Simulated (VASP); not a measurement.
# Sr (P6/mmm) in VASP: single point with LDA

Aim: the single point of Sr with LDA.

Program: VASP 6.6.1. These are calculated values, not measurements. Logs are shortened: lines on timing, memory, paths and dates and some standing lists are left out, and cuts for length are marked.

## Step 1: The cell of the first run

It takes space group P6/mmm (No. 191, hexagonal). Conventional cell: a = 3.522 Å, b = 3.522 Å, c = 15.377 Å, α = 90.00°, β = 90.00°, γ = 120.00°. Within 4.6 Å of Sr (site symmetry 6/mmm) lie 6 Sr at 3.52 Å.

## Step 2: Single point, LDA

INCAR

```
SYSTEM = Sr
  ALGO = Normal
  EDIFF = 1E-6
  ENCUT = 520
  GGA = CA
  ISIF = 2
  ISMEAR = 0
  LASPH = .TRUE.
  LCHARG = .FALSE.
  LREAL = .FALSE.
  LWAVE = .FALSE.
  NBANDS = 11
  NELM = 80
  PREC = Accurate
  SIGMA = 0.1
```

KPOINTS

```
k-points
0
G
  8 8 2
  0 0 0
```

POSCAR

```
Sr
1.0
    3.5219821000      0.0000000000      0.0000000000
   -1.7609910500      3.0501259700      0.0000000000
    0.0000000000      0.0000000000     15.3771860000
Sr
1
Direct
    0.6666666667      0.3333333333      0.0000000000
```

Potentials or basis: VASP PAW LDA potentials, release 64 (Sr_sv).

Command:

```sh
$ cat potpaw_LDA.64/Sr_sv/POTCAR > POTCAR
$ mpirun -np 1 vasp_std > vasp.out
```

OUTCAR:

```text
SYSTEM = Sr
   EDIFF = 1E-6
   ENCUT = 520
   GGA = CA
   ISIF = 2
   ISMEAR = 0
   LASPH = .TRUE.
   LREAL = .FALSE.
   NELM = 80
   PREC = Accurate

 ion  position               nearest neighbor table
   1  0.667  0.333  0.000-

  LATTYP: Found a hexagonal cell.
 ALAT       =     3.5219821000
 C/A-ratio  =     4.3660602364

  Lattice vectors:

 A1 = (   3.5219821000,   0.0000000000,   0.0000000000)
 A2 = (  -1.7609910500,   3.0501259700,   0.0000000000)
 A3 = (   0.0000000000,   0.0000000000,  15.3771860000)

Analysis of symmetry for initial positions (statically):
=====================================================================
 Subroutine PRICEL returns:
 Original cell was already a primitive cell.

 Routine SETGRP: Setting up the symmetry group for a
 hexagonal supercell.

 Subroutine GETGRP returns: Found 24 space group operations
 (whereof 12 operations were pure point group operations)
 out of a pool of 24 trial point group operations.

The static configuration has the point symmetry D_3h.
 The point group associated with its full space group is D_6h.

Analysis of symmetry for dynamics (positions and initial velocities):
=====================================================================
 Subroutine PRICEL returns:
 Original cell was already a primitive cell.

 Routine SETGRP: Setting up the symmetry group for a
 hexagonal supercell.

 Subroutine GETGRP returns: Found 24 space group operations
 (whereof 12 operations were pure point group operations)
 out of a pool of 24 trial point group operations.

The dynamic configuration has the point symmetry D_3h.
 The point group associated with its full space group is D_6h.

 Subroutine INISYM returns: Found 24 space group operations
 (whereof 12 operations are pure point group operations),
 and found     1 'primitive' translations

----------------------------------------------------------------------------------------

                                     Primitive cell

  volume of cell :     165.1893

  direct lattice vectors                    reciprocal lattice vectors
     3.521982100  0.000000000  0.000000000     0.283931028  0.163927656  0.000000000
    -1.760991050  3.050125970  0.000000000     0.000000000  0.327855311  0.000000000
     0.000000000  0.000000000 15.377186000     0.000000000  0.000000000  0.065031404

  length of vectors
     3.521982100  3.521982100 15.377186000     0.327855311  0.327855311  0.065031404

  position of ions in fractional coordinates (direct lattice)
     0.666666667  0.333333333  0.000000000

  ion indices of the primitive-cell ions
   primitive index   ion index
                 1           1

----------------------------------------------------------------------------------------

 KPOINTS: k-points

Automatic generation of k-mesh.
 Grid dimensions read from file:
 generate k-points for:    8    8    2

 Generating k-lattice:

  Cartesian coordinates                     Fractional coordinates (reciprocal lattice)
     0.035491379  0.020490957  0.000000000     0.125000000 -0.000000000  0.000000000
     0.000000000  0.040981914  0.000000000     0.000000000  0.125000000  0.000000000
     0.000000000  0.000000000  0.032515702     0.000000000  0.000000000  0.500000000

  Length of vectors
     0.040981914  0.040981914  0.032515702

  Shift w.r.t. Gamma in fractional coordinates (k-lattice)
     0.000000000  0.000000000  0.000000000

 Subroutine IBZKPT returns following result:
 ===========================================

 Found     20 irreducible k-points:

 Following reciprocal coordinates:
            Coordinates               Weight
  0.000000  0.000000  0.000000      1.000000
  0.125000 -0.000000  0.000000      6.000000
  0.250000 -0.000000  0.000000      6.000000
  0.375000 -0.000000  0.000000      6.000000
  0.500000 -0.000000  0.000000      3.000000
  0.125000  0.125000  0.000000      6.000000
[... 12 lines left out ...]
  0.250000  0.250000  0.500000      6.000000
  0.375000  0.250000  0.500000      6.000000
   k-points           NKPTS =     20   k-points in BZ     NKDIM =     20   number of bands    NBANDS=     11
   number of dos      NEDOS =    301   number of ions     NIONS =      1
   total plane-waves  NPLWV =  94080
   dimension x,y,z NGX =    28 NGY =   28 NGZ =  120
   dimension x,y,z NGXF=    56 NGYF=   56 NGZF=  240
   ions per type =               1
   NGX,Y,Z   is equivalent  to a cutoff of  13.22, 13.22, 12.97 a.u.
   NGXF,Y,Z  is equivalent  to a cutoff of  26.43, 26.43, 25.95 a.u.
 SYSTEM =  Sr
   PREC   = accura    normal or accurate (medium, high low for compatibility)
   ISTART =      0    job   : 0-new  1-cont  2-samecut
   ICHARG =      2    charge: 1-file 2-atom 10-const
   ISPIN  =      1    spin polarized calculation?
   LNONCOLLINEAR =      F non collinear calculations
   LSORBIT =      F    spin-orbit coupling
   LASPH  =      T    aspherical Exc in radial PAW
   ENCUT  =  520.0 eV  38.22 Ry    6.18 a.u.   6.55  6.55 28.59*2*pi/ulx,y,z
   NELM   =     80;   NELMIN=  2; NELMDL= -5     # of ELM steps
   EDIFF  = 0.1E-05   stopping-criterion for ELM
   LREAL  =      F    real-space projection
   EDIFFG = 0.1E-04   stopping-criterion for IOM
   NSW    =      0    number of steps for IOM
   IBRION =     -1    ionic relax: 0-MD 1-quasi-New 2-CG
   NFREE  =      0    steps in history (QN), initial steepest desc. (CG)
   ISIF   =      2    stress and relaxation
   ISYM   =      2    0-nonsym 1-usesym 2-fastsym
   POTIM  = 0.5000    time-step for ionic-motion
   TEBEG  =    0.0;   TEEND  =   0.0 temperature during run
   PSTRESS=    0.0 pullay stress
   NELECT =      10.0000    total number of electrons
   NUPDOWN=      -1.0000    fix difference up-down
   EMIN   =  10.00;   EMAX   =-10.00  energy-range for DOS
   EFERMI =   0.00;   METHOD = LEGACY
   ISMEAR =     0;   SIGMA  =   0.10  broadening in eV -4-tet -1-fermi 0-gaus
   EFERMI_NEDOS =   21; number of points for ismear=-14 and -15
   IALGO  =     38    algorithm
   IMIX   =      4    mixing-type and parameters
     AMIX     =   0.40;   BMIX     =  1.00
     AMIX_MAG =   1.60;   BMIX_MAG =  1.00
  volume/ion in A,a.u.               =     165.19      1114.75
  Fermi-wavevector in a.u.,A,eV,Ry     =   0.642807  1.214730  5.621947  0.413201
  Thomas-Fermi vector in A             =   1.709599
   LORBIT       =      0    0 simple, 1 ext, 2 COOP (PROOUT), +10 PAW based schemes
   GGA     = CA    functional components
   LHFCALC =     F    Hartree Fock is set to
   AEXX    =    0.0000 exact exchange contribution
   IVDW    =     0    specifies the selected vdW correction
   LEPSILON=     F    determine dielectric tensor
   LRPA    =     F    only Hartree local field effects (RPA)
 non-spin polarized calculation
 Gauss-broadening in eV      SIGMA  =   0.10
  energy-cutoff  :      520.00
  volume of cell :      165.19
 maximum number of plane-waves:      4533
 NGX is ok and might be reduce to    28
   NGX = 13   NGY = 13   NGZ = 57

 number of electron      10.0000000 magnetization

 Free energy of the ion-electron system (eV)
  ---------------------------------------------------
  ext. energy  EPLUGINS =         0.00000000
  ---------------------------------------------------
  free energy    TOTEN  =        -0.71760907 eV

  energy without entropy =       -0.69437317  energy(sigma->0) =       -0.70599112

 E-fermi :  -1.5566     XC(G=0):  -3.2185

 val. band max:       -1.6022739634   @ k =   0.1250  -0.0000   0.0000
 cond. band min:      -1.5550513529   @ k =   0.5000  -0.0000   0.5000
 fundamental gap:      0.0472226104
 Fermi energy:        -1.5566439805

 k-point     1 :       0.0000    0.0000    0.0000
  band No.  band energies     occupation
      1     -38.1155      2.00000
      2     -20.3465      2.00000
      3     -19.7509      2.00000
      4     -19.7509      2.00000
      5      -4.9015      2.00000
      6      -1.6707      1.89314
      7      -1.2889      0.00015
      8       0.9803      0.00000
      9       0.9803      0.00000
     10       1.2191      0.00000
     11       1.7731      0.00000

 k-point     2 :       0.1250   -0.0000    0.0000
  band No.  band energies     occupation
      1     -38.0995      2.00000
      2     -20.3247      2.00000
      3     -19.8961      2.00000
      4     -19.7822      2.00000
      5      -4.4897      2.00000
      6      -1.6023      1.48127
      7      -1.0292      0.00000
      8       0.4417      0.00000
      9       1.3790      0.00000
     10       1.4584      0.00000
     11       1.7511      0.00000

 k-point     3 :       0.2500   -0.0000    0.0000
  band No.  band energies     occupation
      1     -38.0605      2.00000
      2     -20.2714      2.00000
      3     -20.2298      2.00000
      4     -19.8566      2.00000
      5      -3.4860      2.00000
      6      -1.4991      0.41556
      7      -0.6967      0.00000
      8       0.0601      0.00000
      9       1.7133      0.00000
     10       2.1584      0.00000
     11       2.5186      0.00000

 k-point     4 :       0.3750   -0.0000    0.0000
  band No.  band energies     occupation
      1     -38.0211      2.00000
      2     -20.5432      2.00000
      3     -20.2173      2.00000
      4     -19.9294      2.00000
      5      -2.6948      2.00000
      6      -1.5134      0.54062
      7      -0.6087      0.00000
      8       0.8799      0.00000
      9       2.0194      0.00000
     10       2.5846      0.00000
     11       3.2357      0.00000

 k-point     5 :       0.5000   -0.0000    0.0000
  band No.  band energies     occupation
      1     -38.0046      2.00000
      2     -20.6679      2.00000
      3     -20.1947      2.00000
      4     -19.9591      2.00000
      5      -2.6043      2.00000
      6      -1.5551      0.98202
      7       0.2227      0.00000
      8       0.7344      0.00000
      9       2.3522      0.00000
     10       2.4543      0.00000
     11       4.3953      0.00000
[... 155 lines left out ...]
 k-point    17 :       0.2500    0.1250    0.5000
  band No.  band energies     occupation
      1     -38.0327      2.00000
      2     -20.4055      2.00000
      3     -20.2333      2.00000
      4     -19.9621      2.00000
      5      -2.6564      2.00000
      6      -1.4297      0.07269
      7      -0.8249      0.00000
      8       0.3705      0.00000
      9       1.8406      0.00000
     10       2.2288      0.00000
     11       3.1016      0.00000

 k-point    18 :       0.3750    0.1250    0.5000
  band No.  band energies     occupation
      1     -38.0047      2.00000
      2     -20.5986      2.00000
      3     -20.1948      2.00000
      4     -20.0395      2.00000
      5      -2.2118      2.00000
      6      -1.3978      0.02470
      7      -0.2665      0.00000
      8       0.9285      0.00000
      9       1.3794      0.00000
     10       2.9436      0.00000
     11       3.9192      0.00000

 k-point    19 :       0.2500    0.2500    0.5000
  band No.  band energies     occupation
      1     -38.0047      2.00000
      2     -20.5003      2.00000
      3     -20.1949      2.00000
      4     -20.1488      2.00000
      5      -1.4120      0.04077
      6      -1.1943      0.00000
      7      -1.0376      0.00000
      8       0.8289      0.00000
      9       0.9037      0.00000
     10       2.9218      0.00000
     11       3.7350      0.00000

 k-point    20 :       0.3750    0.2500    0.5000
  band No.  band energies     occupation
      1     -37.9930      2.00000
      2     -20.5061      2.00000
      3     -20.2595      2.00000
      4     -20.1789      2.00000
      5      -1.2460      0.00001
      6      -0.9185      0.00000
      7      -0.3977      0.00000
      8       0.1752      0.00000
      9       1.0237      0.00000
     10       3.7565      0.00000
     11       4.2243      0.00000

------------------------ aborting loop because EDIFF is reached ----------------------------------------

  FORCE on cell =-STRESS in cart. coord.  units (eV):
  Direction    XX          YY          ZZ          XY          YZ          ZX
  --------------------------------------------------------------------------------------
  -------------------------------------------------------------------------------------
  Total        2.2183674      2.2183674     -0.0024432      0.0000000      0.0000000      0.0000000
  in kB       21.5160359     21.5160359     -0.0236965      0.0000000      0.0000000      0.0000000
  external PRESSURE =      14.3361251 kB  Pullay stress =       0.0000000 kB

 VOLUME and BASIS-vectors are now :
 -----------------------------------------------------------------------------
  energy-cutoff  :      520.00
  volume of cell :      165.19
      direct lattice vectors                 reciprocal lattice vectors
     3.521982100  0.000000000  0.000000000     0.283931028  0.163927656  0.000000000
    -1.760991050  3.050125970  0.000000000     0.000000000  0.327855311  0.000000000
     0.000000000  0.000000000 15.377186000     0.000000000  0.000000000  0.065031404

 POSITION                                       TOTAL-FORCE (eV/Angst)
 -----------------------------------------------------------------------------------
      1.76099      1.01671      0.00000         0.000000      0.000000      0.000000
 -----------------------------------------------------------------------------------
    total drift:                               -0.000000      0.000000      0.000000

  FREE ENERGIE OF THE ION-ELECTRON SYSTEM (eV)
  ---------------------------------------------------
  free  energy   TOTEN  =        -0.7176090721 eV

  energy  without entropy=       -0.6943731691  energy(sigma->0) =       -0.70599112
```

Run time: 41 s. Hardware: 1 thread of Intel Xeon Platinum 8488C (Sapphire Rapids), shared host; peak memory 0.24 GiB.

What came out:

```
Free energy            : -0.7176 eV
Pressure               : 1.4 GPa
Band gap on the k mesh : zero (band 5 reaches -1.25 eV, above the bottom of band 6 at -1.67 eV)
```

Stress tensor (GPa, compression positive):
```
2.15 0.00 0.00
0.00 2.15 0.00
0.00 0.00 0.00
```
